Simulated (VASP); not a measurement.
The system is ZnO.

```
Zn O
1.0
     3.24353    0.00000    0.00000
    -1.62176    2.80898    0.00000
     0.00000    0.00000    7.03407
Zn O
2 2
Direct
  0.00000 0.00000 0.25000
  0.00000 0.00000 0.75000
  0.66667 0.33333 0.75000
  0.33333 0.66667 0.25000
```

Program: VASP 6.6.1. Alike in all runs: task single point; no spin polarisation; cell as given; k mesh 9 × 9 × 4; cutoff (eV) 520; smearing fermi-dirac 0.05 eV.

Q: Order these runs on this cell by their pressure, lowest first.
A. level PBEsol; potentials or basis VASP PAW PBE potentials, release 64 (Zn, O)
B. level LDA; potentials or basis VASP PAW LDA potentials, release 64 (Zn, O)
C. level PBE; potentials or basis VASP PAW PBE potentials, release 64 (Zn, O)

A: B (-3.9 GPa), A (-0.1 GPa), C (4.2 GPa).

Caveats: the PAW data sets were made with another functional, which shifts forces and pressure a little (some runs).
